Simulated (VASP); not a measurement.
# ZnO (P6_3mc) in VASP: a series of runs, part 2 of 2

VASP 6.6.1. Earlier steps stand in the parts before.

**3. Elastic constants, LDA**

This run uses another cell than the first one, of 10.89 Å³/atom.

Contents of INCAR:

```
SYSTEM = ZnO
PREC = Accurate ; ENCUT = 600
EDIFF = 1E-8 ; ISMEAR = 0
SIGMA = 0.01 ; LREAL = .False.
LASPH = .True. ; NELM = 100
ALGO = Normal ; ISIF = 3
LWAVE = .False. ; LCHARG = .False.
GGA = CA ; NBANDS = 26
IBRION = 6 ; NFREE = 2
POTIM = 0.015 ; NSW = 1
```

Contents of KPOINTS:

```
Automatic mesh
0
Gamma
  8 8 4
  0 0 0
```

Contents of POSCAR:

```
ZnO
1.0
    3.1446146194      0.0000000000      0.0000000000
   -1.5723073097      2.7233161456      0.0000000000
    0.0000000000      0.0000000000      5.0859507990
Zn O
2 2
Direct
    0.3333333333      0.6666666667      0.5003955813
    0.6666666667      0.3333333333      0.0003955813
    0.6666666667      0.3333333333      0.3786144187
    0.3333333333      0.6666666667      0.8786144187
```

Potentials or basis: VASP PAW LDA potentials, release 64 (Zn, O).

Run with:

```console
> cat potpaw_LDA.64/Zn/POTCAR potpaw_LDA.64/O/POTCAR > POTCAR
> mpirun -np 1 vasp_std > vasp.out
```

OUTCAR:

```text
SYSTEM = ZnO
   PREC = Accurate
   ENCUT = 600
   EDIFF = 1E-8
   ISMEAR = 0
   LREAL = .False.
   LASPH = .True.
   NELM = 100
   ISIF = 3
   GGA = CA
   IBRION = 6
   NFREE = 2
   POTIM = 0.015
   NSW = 1

 ion  position               nearest neighbor table
   1  0.333  0.667  0.500-   3 1.92   3 1.92   3 1.92   4 1.92
   2  0.667  0.333  0.000-   4 1.92   4 1.92   4 1.92   3 1.92
   3  0.667  0.333  0.379-   1 1.92   1 1.92   1 1.92   2 1.92
   4  0.333  0.667  0.879-   2 1.92   2 1.92   2 1.92   1 1.92

  LATTYP: Found a hexagonal cell.
 ALAT       =     3.1446146194
 C/A-ratio  =     1.6173526535

  Lattice vectors:

 A1 = (   3.1446146194,   0.0000000000,   0.0000000000)
 A2 = (  -1.5723073097,   2.7233161456,   0.0000000000)
 A3 = (   0.0000000000,   0.0000000000,   5.0859507990)

Analysis of symmetry for initial positions (statically):
=====================================================================
 Subroutine PRICEL returns:
 Original cell was already a primitive cell.

 Routine SETGRP: Setting up the symmetry group for a
 hexagonal supercell.

 Subroutine GETGRP returns: Found 12 space group operations
 (whereof  6 operations were pure point group operations)
 out of a pool of 24 trial point group operations.

The static configuration has the point symmetry C_3v.
 The point group associated with its full space group is C_6v.

Analysis of symmetry for dynamics (positions and initial velocities):
=====================================================================
 Subroutine PRICEL returns:
 Original cell was already a primitive cell.

 Routine SETGRP: Setting up the symmetry group for a
 hexagonal supercell.

 Subroutine GETGRP returns: Found 12 space group operations
 (whereof  6 operations were pure point group operations)
 out of a pool of 24 trial point group operations.

The dynamic configuration has the point symmetry C_3v.
 The point group associated with its full space group is C_6v.

 Subroutine INISYM returns: Found 12 space group operations
 (whereof  6 operations are pure point group operations),
 and found     1 'primitive' translations

----------------------------------------------------------------------------------------

                                     Primitive cell

  volume of cell :      43.5550

  direct lattice vectors                    reciprocal lattice vectors
     3.144614619  0.000000000  0.000000000     0.318003991  0.183599690  0.000000000
[... 251 lines left out ...]

[... ionic steps 4 to 18 ...]

--------------------------------------- Ionic step       19  -------------------------------------------

 number of electron      35.9999989 magnetization

------------------------ aborting loop because EDIFF is reached ----------------------------------------
[... 71 lines left out ...]
--------------------------------------- Ionic step       21  -------------------------------------------

 number of electron      35.9999991 magnetization

 Free energy of the ion-electron system (eV)
  ---------------------------------------------------
  ext. energy  EPLUGINS =         0.00000000
  ---------------------------------------------------
  free energy    TOTEN  =       -21.10480027 eV

  energy without entropy =      -21.10480027  energy(sigma->0) =      -21.10480027

 E-fermi :   1.8526     XC(G=0): -11.9419

 val. band max:        1.7492400451   @ k =   0.0000   0.0000   0.0000
 cond. band min:       2.6239323324   @ k =   0.0000   0.0000   0.0000
 fundamental gap:      0.8746922873
 Fermi energy:         1.8526053996

 k-point     1 :       0.0000    0.0000    0.0000
  band No.  band energies     occupation
      1     -16.8331      2.00000
      2     -15.9191      2.00000
      3      -4.7278      2.00000
      4      -4.5028      2.00000
      5      -4.5028      2.00000
      6      -4.4890      2.00000
[... 685 lines left out ...]
     25      15.7281      0.00000
     26      15.8481      0.00000

 [... further k-points ...]

------------------------ aborting loop because EDIFF is reached ----------------------------------------

  FORCE on cell =-STRESS in cart. coord.  units (eV):
  Direction    XX          YY          ZZ          XY          YZ          ZX
  --------------------------------------------------------------------------------------
  -------------------------------------------------------------------------------------
  Total        2.1671948      2.1671948      2.4733833      0.0000000     -0.0000000      0.0000000
  in kB       79.7206608     79.7206609     90.9838594      0.0000000     -0.0000000      0.0000000
  external PRESSURE =      83.4750604 kB  Pullay stress =       0.0000000 kB
[... 19 lines left out ...]
  FREE ENERGIE OF THE ION-ELECTRON SYSTEM (eV)
  ---------------------------------------------------
  free  energy   TOTEN  =       -21.1048002659 eV

  energy  without entropy=      -21.1048002659  energy(sigma->0) =      -21.10480027

 INTERNAL STRAIN TENSORS FROM STRAINED CELLS
 ============================================

 INTERNAL STRAIN TENSOR FOR ION    1 for displacements in x,y,z  (eV/Angst):
          X           Y           Z          XY          YZ          ZX
  --------------------------------------------------------------------------------
  x     0.00000     0.00000     0.00000   -10.23745     0.00000    -6.58036
  y   -10.27608    10.29960     0.00000    -0.00008    -6.57739    -0.00006
  z    -6.69597    -6.70195    13.10711    -0.00115    -0.00356    -0.00001

 INTERNAL STRAIN TENSORS FROM DISPLACED ATOMS
 ============================================

 INTERNAL STRAIN TENSOR FOR ION    1 for displacements in x,y,z  (eV/Angst):
          X           Y           Z          XY          YZ          ZX
  --------------------------------------------------------------------------------
  x    -0.00000     0.00000     0.00000   -10.24499    -0.00000    -6.57582
  y   -10.24499    10.24499     0.00000    -0.00000    -6.57582    -0.00000
  z    -6.67455    -6.67455    13.03423     0.00000     0.00000     0.00000

 INTERNAL STRAIN TENSOR FOR ION    4 for displacements in x,y,z  (eV/Angst):
          X           Y           Z          XY          YZ          ZX
  --------------------------------------------------------------------------------
  x     0.00000     0.00000     0.00000   -11.23300     0.00000     6.58351
  y   -11.23300    11.23300     0.00000     0.00000     6.58351     0.00000
  z     6.69315     6.69315   -13.04277     0.00000     0.00000     0.00000

 Eigenvectors and eigenvalues of the dynamical matrix
 ----------------------------------------------------

   1 f  =   17.811137 THz   111.910676 2PiTHz  594.115588 cm-1    73.660912 meV
             X         Y         Z           dx          dy          dz
     -0.000000  1.815544  2.544987     0.000000   -0.000000   -0.121573
      1.572307  0.907772  0.002012    -0.000000    0.000000    0.121573
      1.572307  0.907772  1.925614    -0.000000    0.000000   -0.696577
     -0.000000  1.815544  4.468590     0.000000   -0.000000    0.696577
[... 71 lines left out ...]
  12 f/i=    0.011121 THz     0.069874 2PiTHz    0.370950 cm-1     0.045992 meV
             X         Y         Z           dx          dy          dz
     -0.000000  1.815544  2.544987    -0.000000   -0.000000    0.634071
      1.572307  0.907772  0.002012    -0.000000   -0.000000    0.634071
      1.572307  0.907772  1.925614    -0.000000   -0.000000    0.312976
     -0.000000  1.815544  4.468590    -0.000000   -0.000000    0.312976

--------------------------------------------------------------------------------------------------------

 ELASTIC MODULI CONTR FROM IONIC RELAXATION (kBar)
 Direction    XX          YY          ZZ          XY          YZ          ZX
 --------------------------------------------------------------------------------
 XX       -1165.8813    431.2875    716.5020      0.0000     -0.0000      0.0000
 YY         431.2875  -1165.8813    716.5020     -0.0000      0.0000     -0.0000
 ZZ         716.5020    716.5020  -1397.7117      0.0000     -0.0000      0.0000
 XY           0.0000     -0.0000      0.0000   -798.5844      0.0000      0.0000
 YZ          -0.0000      0.0000     -0.0000      0.0000   -327.9745     -0.0000
 ZX           0.0000     -0.0000      0.0000      0.0000     -0.0000   -327.9744
 --------------------------------------------------------------------------------

 TOTAL ELASTIC MODULI (kBar)
 Direction    XX          YY          ZZ          XY          YZ          ZX
 --------------------------------------------------------------------------------
 XX        2361.8450   1709.6240   1575.8408      0.0000     -0.0000      0.0000
 YY        1709.6240   2361.8450   1575.8408     -0.0000      0.0000     -0.0000
 ZZ        1575.8408   1575.8408   2551.6092      0.0000     -0.0000      0.0000
 XY           0.0000     -0.0000      0.0000    326.1105      0.0000      0.0000
 YZ          -0.0000      0.0000     -0.0000      0.0000    306.6867     -0.0000
 ZX           0.0000     -0.0000      0.0000      0.0000     -0.0000    306.6867
 --------------------------------------------------------------------------------
```

OSZICAR:

```text
N       E                     dE             d eps       ncg     rms          rms(c)
DAV:   1     0.314433451313E+03    0.31443E+03   -0.19904E+04  1576   0.229E+03
DAV:   2     0.939860681124E+01   -0.30503E+03   -0.28705E+03  1626   0.447E+02
[... 265 lines left out ...]
DAV:   4    -0.211047958014E+02    0.80543E-04   -0.53512E-04  2584   0.571E-01    0.221E-02
DAV:   5    -0.211048014787E+02   -0.56773E-05   -0.20845E-04  1946   0.238E-01    0.246E-02
DAV:   6    -0.211048007932E+02    0.68549E-06   -0.10776E-05  2042   0.480E-02    0.963E-03
DAV:   7    -0.211048002762E+02    0.51699E-06   -0.23248E-06  2474   0.240E-02    0.260E-03
DAV:   8    -0.211048002642E+02    0.12084E-07   -0.46994E-07  2150   0.143E-02    0.811E-04
DAV:   9    -0.211048002659E+02   -0.17053E-08   -0.64476E-08  1832   0.224E-03
  21 F= -.21104800E+02 E0= -.21104800E+02  d E =-.174736E-50
```

stdout:

```text
POSCAR found type information on POSCAR ZnO
 POSCAR found :  2 types and       4 ions
 scaLAPACK will be used
 LDA part: xc-table for (Slater(with rela. corr.)+CA(PZ))
 , standard interpolation
 POSCAR, INCAR and KPOINTS ok, starting setup
 FFT: planning ... GRIDC
 FFT: planning ... GRID_SOFT
 FFT: planning ... GRID
 WAVECAR not read
 entering main loop
 Found     4 degrees of freedom:
 Adding 6 more for cell shape distortion
 Finite differences POTIM= 0.01500 DOF=  10
 bond charge predicted
 Finite differences progress:
 bond charge predicted
 Finite differences progress:
 bond charge predicted
 Finite differences progress:
 bond charge predicted
 Finite differences progress:
 bond charge predicted
 Finite differences progress:
 bond charge predicted
 Finite differences progress:
 bond charge predicted
 Finite differences progress:
 bond charge predicted
 Finite differences progress:
 bond charge predicted
 Finite differences progress:
 bond charge predicted
 Finite differences progress:
 bond charge predicted
 Finite differences progress:
 bond charge predicted
 Finite differences progress:
 bond charge predicted
 Finite differences progress:
 bond charge predicted
 Finite differences progress:
 bond charge predicted
 Finite differences progress:
 bond charge predicted
 Finite differences progress:
 bond charge predicted
 Finite differences progress:
 bond charge predicted
 Finite differences progress:
 bond charge predicted
 Finite differences progress:
 bond charge predicted
 Finite differences progress:
```

It took 20 min on 1 thread of Intel Xeon Platinum 8488C (Sapphire Rapids), shared host; peak memory 0.35 GiB.

Results:

| Item | Value |
| --- | --- |
| Voigt bulk modulus | 189 GPa |
| Highest phonon frequency at Γ, LO-TO splitting left out | 594 cm⁻¹ |

Phonon frequencies in cm⁻¹ (negative: imaginary):
```
              q point                              frequencies
(0.000, 0.000, 0.000)  0 0 0 80 80 273 435 453 453 489 489 594
```

Elastic tensor in Voigt notation (GPa, in the Cartesian axes of the cell as first typed):
```
236 171 158   0   0   0
171 236 158   0   0   0
158 158 255   0   0   0
  0   0   0  31   0   0
  0   0   0   0  31   0
  0   0   0   0   0  33
```

Clamped-ion elastic tensor (GPa):
```
353 128  86   0   0   0
128 353  86   0   0   0
 86  86 395   0   0   0
  0   0   0  63   0   0
  0   0   0   0  63   0
  0   0   0   0   0 112
```

Caveat: the cell is under stress, which shifts elastic constants.
